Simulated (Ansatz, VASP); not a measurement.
# Two plane-wave programs on KCl

INCAR

```
ALGO     = Normal         # electronic algorithm
EDIFF    = 1E-6           # SCF threshold, eV
ENCUT    = 500            # plane-wave cutoff, eV
GGA      = PE             # functional
GGA_COMPAT= False        
ISIF     = 2              # what is computed and relaxed
ISMEAR   = 0              # smearing method
LASPH    = True           # aspherical terms in the spheres
LCHARG   = True           # write CHGCAR
LELF     = True           # ELF
LREAL    = False          # projectors in reciprocal space
LVHAR    = True         
LWAVE    = False          # write WAVECAR
NBANDS   = 15             # bands
NELM     = 120            # most SCF steps
PREC     = Accurate       # precision mode
SIGMA    = 0.02           # smearing width, eV
```

File KPOINTS:

```
k-points
0
Gamma
  8 8 8
```

POSCAR

```
KCl
1.0
    0.0000000000      2.9745027123      2.9745027123
    2.9745027123      0.0000000000      2.9745027123
    2.9745027123      2.9745027123      0.0000000000
K Cl
1 1
Direct
    0.0000000000      0.0000000000      0.0000000000
    0.5000000000      0.5000000000      0.5000000000
```

Input for Ansatz:

```yaml
crystal:
  lattice:
    - [0.0, 2.9745027123, 2.9745027123]
    - [2.9745027123, 0.0, 2.9745027123]
    - [2.9745027123, 2.9745027123, 0.0]
  atoms:
    - { symbol: K, position: [0.0, 0.0, 0.0] }
    - { symbol: Cl, position: [0.5, 0.5, 0.5] }
basis:
  ecutwfc: 420
kpoints:
  mp_grid: { grid: [8, 8, 8] }
hamiltonian:
  xc: pbe
scf:
  occupations: { method: gaussian, width: 0.02 }
output:
  forces: true
  stress: true
  eigenvalues: true
```

Alike in both runs: task single point; functional PBE; k mesh 8 × 8 × 8; occupations gaussian, width 0.02 eV; no spin polarisation.

|  | VASP | Ansatz |
| --- | --- | --- |
| version | VASP 6.6.1 | Ansatz 0.2.0 |
| potentials or method | VASP PAW PBE potentials, release 64 (K_sv, Cl), cutoff 500 eV | scalar-relativistic, plane waves, PAW |
| valence electrons in the cell | 16 | 16 |

VASP gave:

```
gap on the k mesh at the Fermi level (eV) : 5.83
least direct gap on the mesh (eV)         : 5.83
pressure (GPa)                            : 5.8
```

Q: Estimate Ansatz's values.

A: gap on the k mesh at the Fermi level (eV): 5.83; least direct gap on the mesh (eV): 5.83; pressure (GPa): 5.7.

With one functional, cell and mesh, what is left measures potentials, basis and numerics.
